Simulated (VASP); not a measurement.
# B (Pm-3n) in VASP: a series of runs, part 2 of 2

VASP 6.6.1.

### Step 4. Relaxation of cell and atoms, PBE

Input file INCAR:

```
ALGO = Normal
EDIFF = 1E-7
EDIFFG = -0.04
ENCUT = 500
GGA = PE
GGA_COMPAT = False
IBRION = 2
ISIF = 3
ISMEAR = 0
LASPH = True
LCHARG = False
LREAL = False
LWAVE = False
NELM = 120
NELMIN = 4
NSW = 90
PREC = Accurate
SIGMA = 0.1
```

Input file KPOINTS:

```
k-points
0
Gamma
  6 6 6
```

Input file POSCAR:

```
B
1.0
    3.6710334251      0.0000000000      0.0000000000
    0.0000000000      3.6710334251      0.0000000000
    0.0000000000      0.0000000000      3.6710334251
B
8
Direct
    0.5000000000      0.5000000000      0.5000000000
    0.0000000000      0.0000000000      0.0000000000
    0.2500000000      0.0000000000      0.5000000000
    0.5000000000      0.2500000000      0.0000000000
    0.5000000000      0.7500000000      0.0000000000
    0.7500000000      0.0000000000      0.5000000000
    0.0000000000      0.5000000000      0.7500000000
    0.0000000000      0.5000000000      0.2500000000
```

Potentials or basis: VASP PAW PBE potentials, release 64 (B).

Launch:

```bash
> cat potpaw_PBE.64/B/POTCAR > POTCAR
> mpirun -np 1 vasp_std > vasp.out
```

OUTCAR:

```text
EDIFF = 1E-7
   EDIFFG = -0.04
   ENCUT = 500
   GGA = PE
   IBRION = 2
   ISIF = 3
   ISMEAR = 0
   LASPH = True
   LREAL = False
   NELM = 120
   NELMIN = 4
   NSW = 90
   PREC = Accurate

 ion  position               nearest neighbor table
   1  0.500  0.500  0.500-   3 2.05   4 2.05   5 2.05   6 2.05   7 2.05   8 2.05   4 2.05   5 2.05
                             3 2.05   6 2.05   7 2.05   8 2.05
   2  0.000  0.000  0.000-   3 2.05   4 2.05   5 2.05   6 2.05   7 2.05   8 2.05   3 2.05   6 2.05
                             7 2.05   8 2.05   4 2.05   5 2.05
   3  0.250  0.000  0.500-   6 1.84   6 1.84   1 2.05   2 2.05   1 2.05   2 2.05
   4  0.500  0.250  0.000-   5 1.84   5 1.84   1 2.05   1 2.05   2 2.05   2 2.05
   5  0.500  0.750  0.000-   4 1.84   4 1.84   1 2.05   1 2.05   2 2.05   2 2.05
   6  0.750  0.000  0.500-   3 1.84   3 1.84   1 2.05   2 2.05   1 2.05   2 2.05
   7  0.000  0.500  0.750-   8 1.84   8 1.84   1 2.05   2 2.05   2 2.05   1 2.05
   8  0.000  0.500  0.250-   7 1.84   7 1.84   1 2.05   2 2.05   2 2.05   1 2.05

  LATTYP: Found a simple cubic cell.
 ALAT       =     3.6710334251

  Lattice vectors:

 A1 = (   3.6710334251,   0.0000000000,   0.0000000000)
 A2 = (   0.0000000000,   3.6710334251,   0.0000000000)
 A3 = (   0.0000000000,   0.0000000000,   3.6710334251)

Analysis of symmetry for initial positions (statically):
=====================================================================
 Subroutine PRICEL returns:
 Original cell was already a primitive cell.

 Routine SETGRP: Setting up the symmetry group for a
 simple cubic supercell.

 Subroutine GETGRP returns: Found 48 space group operations
 (whereof 24 operations were pure point group operations)
 out of a pool of 48 trial point group operations.

The static configuration has the point symmetry T_h .
 The point group associated with its full space group is O_h .

Analysis of symmetry for dynamics (positions and initial velocities):
=====================================================================
 Subroutine PRICEL returns:
[... 146 lines left out ...]
   LEPSILON=     F    determine dielectric tensor
   LRPA    =     F    only Hartree local field effects (RPA)
 conjugate gradient relaxation of ions
 non-spin polarized calculation
 Gauss-broadening in eV      SIGMA  =   0.10
  energy-cutoff  :      500.00
  volume of cell :       49.47
 maximum number of plane-waves:      1328
 NGX is ok and might be reduce to    28
   NGX = 13   NGY = 13   NGZ = 13

 number of electron      24.0000002 magnetization

 Free energy of the ion-electron system (eV)
  ---------------------------------------------------
  ext. energy  EPLUGINS =         0.00000000
  ---------------------------------------------------
  free energy    TOTEN  =       -41.30306617 eV

  energy without entropy =      -41.27938520  energy(sigma->0) =      -41.29122569

 E-fermi :  10.0087     XC(G=0): -12.8067

 val. band max:        9.9686972269   @ k =   0.3333   0.3333   0.3333
 cond. band min:      10.0095691719   @ k =   0.5000   0.3333   0.1667
 fundamental gap:      0.0408719450
 Fermi energy:        10.0087284850

 k-point     1 :       0.0000    0.0000    0.0000
  band No.  band energies     occupation
      1      -8.6478      2.00000
      2      -0.2790      2.00000
      3      -0.2790      2.00000
      4      -0.2790      2.00000
      5       0.5157      2.00000
      6       0.5157      2.00000
[... 377 lines left out ...]
      4      -2.0250      2.00000
      5      -2.0250      2.00000
      6      -2.0250      2.00000
[... 9 lines left out ...]
     16      14.7854      0.00000
     17      14.7854      0.00000

------------------------ aborting loop because EDIFF is reached ----------------------------------------

  FORCE on cell =-STRESS in cart. coord.  units (eV):
  Direction    XX          YY          ZZ          XY          YZ          ZX
  --------------------------------------------------------------------------------------
  -------------------------------------------------------------------------------------
  Total       -0.1002713     -0.1002713     -0.1002713      0.0000000      0.0000000     -0.0000000
  in kB       -3.2472984     -3.2472984     -3.2472984      0.0000000      0.0000000     -0.0000000
  external PRESSURE =      -3.2472984 kB  Pullay stress =       0.0000000 kB

 VOLUME and BASIS-vectors are now :
 -----------------------------------------------------------------------------
  energy-cutoff  :      500.00
  volume of cell :       49.47
      direct lattice vectors                 reciprocal lattice vectors
     3.671033425  0.000000000  0.000000000     0.272402859  0.000000000  0.000000000
     0.000000000  3.671033425  0.000000000     0.000000000  0.272402859  0.000000000
     0.000000000  0.000000000  3.671033425     0.000000000  0.000000000  0.272402859

 POSITION                                       TOTAL-FORCE (eV/Angst)
 -----------------------------------------------------------------------------------
      1.83552      1.83552      1.83552         0.000000      0.000000     -0.000000
      0.00000      0.00000      0.00000         0.000000      0.000000     -0.000000
      0.91776      0.00000      1.83552        -0.000000     -0.000000     -0.000000
      1.83552      0.91776      0.00000        -0.000000      0.000000      0.000000
      1.83552      2.75328      0.00000        -0.000000      0.000000      0.000000
      2.75328      0.00000      1.83552         0.000000     -0.000000     -0.000000
      0.00000      1.83552      2.75328         0.000000     -0.000000     -0.000000
      0.00000      1.83552      0.91776        -0.000000      0.000000      0.000000
 -----------------------------------------------------------------------------------
    total drift:                                0.000000      0.000000     -0.000000

  FREE ENERGIE OF THE ION-ELECTRON SYSTEM (eV)
  ---------------------------------------------------
  free  energy   TOTEN  =       -41.3030661683 eV

  energy  without entropy=      -41.2793852044  energy(sigma->0) =      -41.29122569

 reached required accuracy - stopping structural energy minimisation
```

CONTCAR:

```text
B
   1.00000000000000
     3.6710334251000001    0.0000000000000000    0.0000000000000000
     0.0000000000000000    3.6710334251000001    0.0000000000000000
     0.0000000000000000    0.0000000000000000    3.6710334251000001
  B
     8
Direct
     0.5000000000000000    0.5000000000000000    0.5000000000000000
     0.0000000000000000    0.0000000000000000    0.0000000000000000
     0.2500000000000000    0.0000000000000000    0.5000000000000000
     0.5000000000000000    0.2500000000000000    0.0000000000000000
     0.5000000000000000    0.7500000000000000    0.0000000000000000
     0.7500000000000000    0.0000000000000000    0.5000000000000000
     0.0000000000000000    0.5000000000000000    0.7500000000000000
     0.0000000000000000    0.5000000000000000    0.2500000000000000

  0.00000000E+00  0.00000000E+00  0.00000000E+00
  0.00000000E+00  0.00000000E+00  0.00000000E+00
  0.00000000E+00  0.00000000E+00  0.00000000E+00
  0.00000000E+00  0.00000000E+00  0.00000000E+00
  0.00000000E+00  0.00000000E+00  0.00000000E+00
  0.00000000E+00  0.00000000E+00  0.00000000E+00
  0.00000000E+00  0.00000000E+00  0.00000000E+00
  0.00000000E+00  0.00000000E+00  0.00000000E+00
```

Run time: 7.4 s. Hardware: 1 thread of Intel Xeon 6975P-C (Granite Rapids), shared host; peak memory 0.14 GiB.

Results:

```yaml
Free_energy: -41.3031 eV
Pressure_after_relaxing: -0.3 GPa
Band_gap_on_the_k_mesh: zero (bands 12 and 13 overlap by 5.18 eV)
```

Final structure:
```
B
1.0
     3.67103    0.00000    0.00000
     0.00000    3.67103    0.00000
     0.00000    0.00000    3.67103
B
8
Direct
  0.50000 0.50000 0.50000
  0.00000 0.00000 0.00000
  0.25000 0.00000 0.50000
  0.50000 0.25000 0.00000
  0.50000 0.75000 0.00000
  0.75000 0.00000 0.50000
  0.00000 0.50000 0.75000
  0.00000 0.50000 0.25000
```

Levels at points of the mesh, in eV from the Fermi level:
| k point | band 8 | band 9 | band 10 | band 11 | band 12 | band 13 | band 14 | band 15 | band 16 | band 17 |
| --- | --- | --- | --- | --- | --- | --- | --- | --- | --- | --- |
| (0.00, 0.00, 0.00) | -2.49 | -2.49 | -2.49 | -2.26 | -2.26 | -0.17 | -0.17 | -0.17 | 2.16 | 2.16 |
| (0.50, 0.00, 0.00) | -7.05 | -6.08 | -6.08 | 0.06 | 0.06 | 1.10 | 1.10 | 2.18 | 2.18 | 3.57 |
| (0.50, 0.50, 0.00) | -5.42 | -5.33 | -3.86 | -3.86 | -1.35 | 3.25 | 3.62 | 3.65 | 3.65 | 4.13 |
| (0.50, 0.50, 0.50) | -11.93 | 4.54 | 4.54 | 4.54 | 4.54 | 4.54 | 4.54 | 4.78 | 4.78 | 4.78 |

Caveat: the relaxation stopped at its first step, so nothing moved.

### Step 5. Summary

```tsv
task	cell	gap on the mesh (eV)	pressure (GPa)
single point	a = 3.671 Å, 8 atoms	none	-0.3
single point	a = 3.840 Å, 8 atoms	none	-25.1
relaxation of cell and atoms	relaxed from a = 3.671 Å, 8 atoms	none	-0.3
```

Alike in all rows: level PBE; potentials or basis VASP PAW PBE potentials, release 64 (B); no spin polarisation; k mesh 6 × 6 × 6; cutoff (eV) 500; smearing gaussian 0.1 eV.

Caveats: the cell stands under tension (at least some runs); the relaxation stopped at its first step, so nothing moved (at least some runs).

Absolute energies hang on the potentials; compare differences alone.
